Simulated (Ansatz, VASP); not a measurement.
## HgTe in VASP and in Ansatz

File INCAR:

```
SYSTEM = HgTe
  ALGO = Normal
  EDIFF = 1E-7
  ENCUT = 520
  GGA = PE
  ISIF = 2
  ISMEAR = 0
  LASPH = .TRUE.
  LCHARG = .TRUE.
  LELF = .TRUE.
  LREAL = .FALSE.
  LVHAR = .TRUE.
  LWAVE = .FALSE.
  NBANDS = 16
  NELM = 100
  PREC = Accurate
  SIGMA = 0.15
```

The input KPOINTS:

```
k-points
0
G
  14 14 14
  0 0 0
```

File POSCAR:

```
HgTe
1.0
    0.0000000000      3.5055562500      3.2235000000
    3.5055562500      0.0000000000      3.2235000000
    3.5055562500      3.5055562500      0.0000000000
Hg Te
1 1
Direct
    0.0000000000      0.0000000000      0.0000000000
    0.7500000000      0.7500000000      0.7500000000
```

Input for Ansatz:

```yaml
crystal:
  lattice:
    - [0.0, 3.50555625, 3.2235]
    - [3.50555625, 0.0, 3.2235]
    - [3.50555625, 3.50555625, 0.0]
  atoms:
    - { symbol: Hg, position: [0.0, 0.0, 0.0] }
    - { symbol: Te, position: [0.75, 0.75, 0.75] }
basis:
  ecutwfc: 420
kpoints:
  mp_grid: { grid: [14, 14, 14] }
hamiltonian:
  xc: pbe
scf:
  occupations: { method: gaussian, width: 0.15 }
output:
  forces: true
  stress: true
  eigenvalues: true
```

Change from the starting cell: strain +0.0875 x Voigt [1, 1, 0, 0, 0, 0], atoms carried along.

Alike in both runs: task single point; functional PBE; k mesh 14 × 14 × 14; occupations gaussian, width 0.15 eV; no spin polarisation.

|  | VASP | Ansatz |
| --- | --- | --- |
| version | VASP 6.6.1 | Ansatz 0.2.0 |
| potentials or method | VASP PAW PBE potentials, release 64 (Hg, Te), cutoff 520 eV | scalar-relativistic, plane waves, PAW |
| valence electrons in the cell | 18 | 36 |

```csv
,VASP,Ansatz,Ansatz less VASP
pressure (GPa),-2.1,-2.2,-0.03
"traceless stress, the component that is largest in VASP (GPa)",0.79,0.79,+0.002
```

VASP's potentials hold 18 valence electrons a cell and Ansatz's 36, so a difference there can come from the potentials and not from the codes.

Neither program's run includes spin-orbit coupling.
